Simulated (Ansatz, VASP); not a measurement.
Two plane-wave programs on As2Se

Contents of INCAR:

```
ALGO = Normal ; EDIFF = 1E-6
ENCUT = 520 ; GGA = PE
ISIF = 2 ; ISMEAR = -1
LASPH = T ; LCHARG = F
LREAL = F ; LWAVE = F
NBANDS = 25 ; NELM = 60
PREC = Accurate ; SIGMA = 0.05
```

KPOINTS

```
k-points
0
Gamma
  6 6 6
```

The input POSCAR:

```
As2Se
1.0
   -3.5294180000      3.5294180000      2.6535710000
    3.5294180000     -3.5294180000      2.6535710000
    3.5294180000      3.5294180000     -2.6535710000
Se As
2 4
Direct
    0.2500000000      0.7500000000      0.5000000000
    0.5000000000      0.5000000000      0.0000000000
    0.8750000000      0.1250000000      0.2500000000
    0.8750000000      0.6250000000      0.7500000000
    0.3750000000      0.1250000000      0.2500000000
    0.8750000000      0.1250000000      0.7500000000
```

Contents of input.yaml:

```yaml
crystal:
  lattice:
    - [-3.529418, 3.529418, 2.653571]
    - [3.529418, -3.529418, 2.653571]
    - [3.529418, 3.529418, -2.653571]
  atoms:
    - { symbol: Se, position: [0.25, 0.75, 0.5] }
    - { symbol: Se, position: [0.5, 0.5, 0.0] }
    - { symbol: As, position: [0.875, 0.125, 0.25] }
    - { symbol: As, position: [0.875, 0.625, 0.75] }
    - { symbol: As, position: [0.375, 0.125, 0.25] }
    - { symbol: As, position: [0.875, 0.125, 0.75] }
hamiltonian:
  xc: pbe
  pseudopotentials: { kind: paw }
kpoints:
  mp_grid: { grid: [6, 6, 6] }
scf:
  occupations: { method: fermi_dirac, width: 0.05 }
output:
  forces: true
  stress: true
  eigenvalues: true
```

Alike in both runs: task single point; functional PBE; k mesh 6 × 6 × 6; occupations fermi-dirac, width 0.05 eV; no spin polarisation.

```csv
,VASP,Ansatz
version,VASP 6.6.1,Ansatz 0.2.0
potentials or method,"VASP PAW PBE potentials, release 64 (Se, As)",Ansatz PAW
plane-wave cutoff (eV),520,420
valence electrons in the cell,32,92
```

|  | VASP | Ansatz | Ansatz less VASP |
| --- | --- | --- | --- |
| gap on the k mesh at the Fermi level (eV) | none | none | - |
| pressure (GPa) | -0.1 | -0.2 | -0.09 |
| traceless stress, the component that is largest in VASP (GPa) | -0.50 | -0.53 | -0.026 |

A gap of «none» marks a metal or a gap that the smearing closes. The functional is the same, so the differences come from potentials, cutoffs and numerics. VASP's potentials hold 32 valence electrons a cell and Ansatz's 92, so a difference there can come from the potentials and not from the codes.
